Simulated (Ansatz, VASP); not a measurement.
Two plane-wave programs on Na3ZrB

```
CELL_PARAMETERS angstrom
6.97880 0.00000 0.00000
-3.48940 6.04382 0.00000
0.00000 0.00000 5.62651
ATOMIC_POSITIONS crystal
Na 0.17931 0.35862 0.25000
Na 0.82069 0.17931 0.75000
Na 0.82069 0.64138 0.75000
Na 0.17931 0.82069 0.25000
Na 0.64138 0.82069 0.25000
Na 0.35862 0.17931 0.75000
Zr 0.33333 0.66667 0.75000
Zr 0.66667 0.33333 0.25000
B 0.00000 0.00000 0.50000
B 0.00000 0.00000 0.00000
```

Alike in both runs: functional PBE; k mesh 3 × 3 × 4; occupations gaussian, width 0.1 eV; no spin polarisation.

Ansatz relaxed the structure, and its values are those at the end. VASP's run is a single point on that final structure, the one shown.

```csv
,VASP,Ansatz
version,VASP 6.6.1,Ansatz 0.2.0
potentials or method,"VASP PAW PBE potentials, release 64 (Na_pv, Zr_sv, B), cutoff 520 eV","scalar-relativistic, plane waves, PAW"
valence electrons in the cell,72,84
```

```tsv
	VASP	Ansatz	Ansatz less VASP
gap on the k mesh at the Fermi level (eV)	none	none	-
pressure (GPa)	0.1	0.1	-0.02
```

A gap of «none» marks a metal or a gap that the smearing closes. With one functional, cell and mesh, what is left measures potentials, basis and numerics. VASP's potentials hold 72 valence electrons a cell and Ansatz's 84, so a difference there can come from the potentials and not from the codes.
